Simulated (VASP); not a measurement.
# P (Cmce) in VASP: notebook, part 2 of 2

VASP 6.6.1.

## Step 4: Single point, BLYP (34.13 Å³/atom)

This run uses another cell than the first one, of 34.13 Å³/atom.

The input, INCAR:

```
SYSTEM = P
  PREC = Accurate
  ENCUT = 520
  EDIFF = 1E-7
  ISMEAR = -1
  SIGMA = 0.05
  LREAL = .False.
  LASPH = .True.
  NELM = 60
  ALGO = Normal
  ISIF = 2
  LWAVE = .False.
  LCHARG = .False.
  GGA = B5
  ALDAX = 1.0
  AGGAX = 1.0
  AGGAC = 1.0
  ALDAC = 0.0
  NBANDS = 18
```

The input, KPOINTS:

```
regular mesh
0
Gamma
  9 9 6
  0 0 0
```

The input, POSCAR:

```
P
1.0
    1.6606545363     -8.5716894752      0.0000000000
    1.6606545363      8.5716894752      0.0000000000
    0.0000000000      0.0000000000      4.7949638663
P
4
Direct
    0.0607075126      0.9392924874      0.9043653908
    0.5607075126      0.4392924874      0.5956346092
    0.9392924874      0.0607075126      0.0956346092
    0.4392924874      0.5607075126      0.4043653908
```

Potentials or basis: VASP PAW PBE potentials, release 64 (P).

Run with:

```console
cat potpaw_PBE.64/P/POTCAR > POTCAR
mpirun -np 1 vasp_std > vasp.out
```

OUTCAR:

```text
SYSTEM = P
   PREC = Accurate
   ENCUT = 520
   EDIFF = 1E-7
   ISMEAR = -1
   LREAL = .False.
   LASPH = .True.
   NELM = 60
   ISIF = 2
   GGA = B5

 ion  position               nearest neighbor table
   1  0.061  0.939  0.904-   2 2.22   2 2.22   3 2.27
   2  0.561  0.439  0.596-   1 2.22   1 2.22   4 2.27
   3  0.939  0.061  0.096-   4 2.22   4 2.22   1 2.27
   4  0.439  0.561  0.404-   3 2.22   3 2.22   2 2.27

  LATTYP: Found a base centered orthorhombic cell.
 ALAT       =     3.3213090726
 B/A-ratio  =     5.1616331319
 C/A-ratio  =     1.4436969765

  Lattice vectors:

 A1 = (   1.6606545363,  -8.5716894752,   0.0000000000)
 A2 = (   1.6606545363,   8.5716894752,   0.0000000000)
 A3 = (   0.0000000000,   0.0000000000,   4.7949638663)

Analysis of symmetry for initial positions (statically):
=====================================================================
 Subroutine PRICEL returns:
 Original cell was already a primitive cell.

 Routine SETGRP: Setting up the symmetry group for a
 base centered orthorhombic supercell.

 Subroutine GETGRP returns: Found  8 space group operations
 (whereof  4 operations were pure point group operations)
 out of a pool of  8 trial point group operations.

The static configuration has the point symmetry C_2h.
 The point group associated with its full space group is D_2h.

Analysis of symmetry for dynamics (positions and initial velocities):
=====================================================================
 Subroutine PRICEL returns:
 Original cell was already a primitive cell.

 Routine SETGRP: Setting up the symmetry group for a
 base centered orthorhombic supercell.

 Subroutine GETGRP returns: Found  8 space group operations
 (whereof  4 operations were pure point group operations)
 out of a pool of  8 trial point group operations.

[... 122 lines left out ...]
   IALGO  =     38    algorithm
   IMIX   =      4    mixing-type and parameters
     AMIX     =   0.40;   BMIX     =  1.00
     AMIX_MAG =   1.60;   BMIX_MAG =  1.00
  volume/ion in A,a.u.               =      34.13       230.30
  Fermi-wavevector in a.u.,A,eV,Ry     =   0.863040  1.630910 10.134147  0.744839
  Thomas-Fermi vector in A             =   1.980932
   LORBIT       =      0    0 simple, 1 ext, 2 COOP (PROOUT), +10 PAW based schemes
   GGA     = B5    functional components
   LHFCALC =     F    Hartree Fock is set to
   AEXX    =    0.0000 exact exchange contribution
   IVDW    =     0    specifies the selected vdW correction
   LEPSILON=     F    determine dielectric tensor
   LRPA    =     F    only Hartree local field effects (RPA)
 non-spin polarized calculation
  energy-cutoff  :      520.00
  volume of cell :      136.51
 maximum number of plane-waves:      3704
 NGX is ok and might be reduce to    70
   NGX = 33   NGY = 33   NGZ = 17

 number of electron      20.0000000 magnetization

 Free energy of the ion-electron system (eV)
  ---------------------------------------------------
  ext. energy  EPLUGINS =         0.00000000
  ---------------------------------------------------
  free energy    TOTEN  =       -18.82249401 eV

  energy without entropy =      -18.82249249  energy(sigma->0) =      -18.82249325

 E-fermi :   1.9778     XC(G=0):  -6.1559

 val. band max:        1.4365766051   @ k =  -0.4444   0.4444   0.0000
 cond. band min:       2.4617522979   @ k =  -0.4444   0.4444   0.0000
 fundamental gap:      1.0251756928
 Fermi energy:         1.9777894546

 k-point     1 :       0.0000    0.0000    0.0000
  band No.  band energies     occupation
      1     -13.2929      2.00000
      2     -10.9995      2.00000
      3      -7.8435      2.00000
      4      -4.0370      2.00000
      5      -3.4061      2.00000
      6      -2.7714      2.00000
[... 481 lines left out ...]
      5      -3.5520      2.00000
      6      -2.6603      2.00000
[... 10 lines left out ...]
     17       7.1705      0.00000
     18       8.4193      0.00000

 [... further k-points ...]

------------------------ aborting loop because EDIFF is reached ----------------------------------------

  FORCE on cell =-STRESS in cart. coord.  units (eV):
  Direction    XX          YY          ZZ          XY          YZ          ZX
  --------------------------------------------------------------------------------------
  -------------------------------------------------------------------------------------
  Total        1.5154108      0.9849283      1.2759996      0.0000000      0.0000000      0.0000000
  in kB       17.7860660     11.5599013     14.9761461      0.0000000      0.0000000      0.0000000
  external PRESSURE =      14.7740378 kB  Pullay stress =       0.0000000 kB

 VOLUME and BASIS-vectors are now :
 -----------------------------------------------------------------------------
  energy-cutoff  :      520.00
  volume of cell :      136.51
      direct lattice vectors                 reciprocal lattice vectors
     1.660654536 -8.571689475  0.000000000     0.301086101 -0.058331558  0.000000000
     1.660654536  8.571689475  0.000000000     0.301086101  0.058331558  0.000000000
     0.000000000  0.000000000  4.794963866     0.000000000  0.000000000  0.208552145

 POSITION                                       TOTAL-FORCE (eV/Angst)
 -----------------------------------------------------------------------------------
      1.66065      7.53096      4.33640         0.000000     -0.231933      0.151434
      1.66065     -1.04073      2.85605         0.000000     -0.231933     -0.151434
      1.66065     -7.53096      0.45856         0.000000      0.231933     -0.151434
      1.66065      1.04073      1.93892         0.000000      0.231933      0.151434
 -----------------------------------------------------------------------------------
    total drift:                               -0.000000     -0.000000     -0.000000

  FREE ENERGIE OF THE ION-ELECTRON SYSTEM (eV)
  ---------------------------------------------------
  free  energy   TOTEN  =       -18.8224940128 eV

  energy  without entropy=      -18.8224924864  energy(sigma->0) =      -18.82249325
```

stdout:

```text
POSCAR found type information on POSCAR P
 POSCAR found :  1 types and       4 ions
 scaLAPACK will be used
 -----------------------------------------------------------------------------
|                                                                             |
|                                                                             |
|     You enforced a specific xc type in the INCAR file but a different       |
|     I HOPE YOU KNOW WHAT YOU ARE DOING!                                     |
|                                                                             |
 -----------------------------------------------------------------------------

 LDA part: xc-table for (Slater(with rela. corr.)+VWN5), standard interpolation
 POSCAR, INCAR and KPOINTS ok, starting setup
 FFT: planning ... GRIDC
 FFT: planning ... GRID_SOFT
 FFT: planning ... GRID
 WAVECAR not read
 entering main loop
```

Wall time 4.1 min (1 thread of Intel Xeon 6975P-C (Granite Rapids), shared host); peak memory 0.47 GiB.

What came out:

```yaml
Free_energy: -18.8225 eV
Pressure: 1.5 GPa
Largest_force: 0.277 eV/Å
Band_gap_on_the_k_mesh: 1.03 eV
```

Forces on the atoms (eV/Å):
```
P    0.000 -0.232  0.151
P    0.000 -0.232 -0.151
P    0.000  0.232 -0.151
P    0.000  0.232  0.151
```

Caveat: the PAW data sets were made with another functional, which shifts forces and pressure a little.

## Step 5: Single point, BLYP

This run uses another cell than the first one, of 35.55 Å³/atom.

The input, INCAR:

```
SYSTEM = P
PREC = Accurate
ENCUT = 520
EDIFF = 1E-6
ISMEAR = -1
SIGMA = 0.05
LREAL = .False.
LASPH = .True.
NELM = 60
ALGO = Normal
ISIF = 2
LWAVE = .False.
LCHARG = .False.
GGA = B5
ALDAX = 1.0
AGGAX = 1.0
AGGAC = 1.0
ALDAC = 0.0
NBANDS = 18
```

KPOINTS is that of step 4.

The input, POSCAR:

```
P
1.0
    1.6834060558     -8.6891244720      0.0000000000
    1.6834060558      8.6891244720      0.0000000000
    0.0000000000      0.0000000000      4.8606564660
P
4
Direct
    0.0607075126      0.9392924874      0.9043653908
    0.5607075126      0.4392924874      0.5956346092
    0.9392924874      0.0607075126      0.0956346092
    0.4392924874      0.5607075126      0.4043653908
```

Run with:

```console
cat potpaw_PBE.64/P/POTCAR > POTCAR
mpirun -np 1 vasp_std > vasp.out
```

Wall time 4 min (1 thread of Intel Xeon 6975P-C (Granite Rapids), shared host); peak memory 0.5 GiB.

Results (log left out):

* Free energy: -18.8464 eV
* Pressure: -0.1 GPa
* Largest force: 0.034 eV/Å
* Band gap on the k mesh: 1.05 eV

Forces in eV/Å, atoms in the order of the input:
```
P    0.000 -0.005 -0.034
P    0.000 -0.005  0.034
P    0.000  0.005  0.034
P    0.000  0.005 -0.034
```

Stress tensor (GPa, compression positive):
```
-0.25  0.00  0.00
 0.00  0.07  0.00
 0.00  0.00 -0.10
```

Levels at points of the mesh, in eV from the valence-band top:
```
           k point  band 7  band 8  band 9  band 10  band 11  band 12  band 13  band 14
(0.00, 0.00, 0.00)   -3.18   -1.81   -1.40    -0.01     1.16     1.79     2.47     3.08
(0.00, 0.00, 0.50)   -2.52   -2.52   -1.42    -1.42     1.97     1.97     3.67     3.67
```

Caveat: the PAW data sets were made with another functional, which shifts forces and pressure a little. A k mesh can miss the band edges.

## Step 6: Summary

| cell | gap on the mesh (eV) | pressure (GPa) | largest force (eV/Å) |
| --- | --- | --- | --- |
| a = 8.481, b = 8.481, c = 4.658 Å, angles 90.0, 90.0, 158.1°, 4 atoms | 0.97 | 5.9 | 1.02 |
| a = 8.608, b = 8.608, c = 4.727 Å, angles 90.0, 90.0, 158.1°, 4 atoms | 1.00 | 3.4 | 0.62 |
| a = 8.731, b = 8.731, c = 4.795 Å, angles 90.0, 90.0, 158.1°, 4 atoms | 1.03 | 1.5 | 0.28 |
| a = 8.851, b = 8.851, c = 4.861 Å, angles 90.0, 90.0, 158.1°, 4 atoms | 1.05 | -0.1 | 0.03 |

Alike in all rows: task single point; level BLYP; potentials or basis VASP PAW PBE potentials, release 64 (P); no spin polarisation; k mesh 9 × 9 × 6; cutoff (eV) 520; smearing fermi-dirac 0.05 eV.

Caveats: the PAW data sets were made with another functional, which shifts forces and pressure a little; the cell stands under pressure (at least some runs).

Total energies depend on the potentials used, so only differences within one code and one set of settings carry meaning.
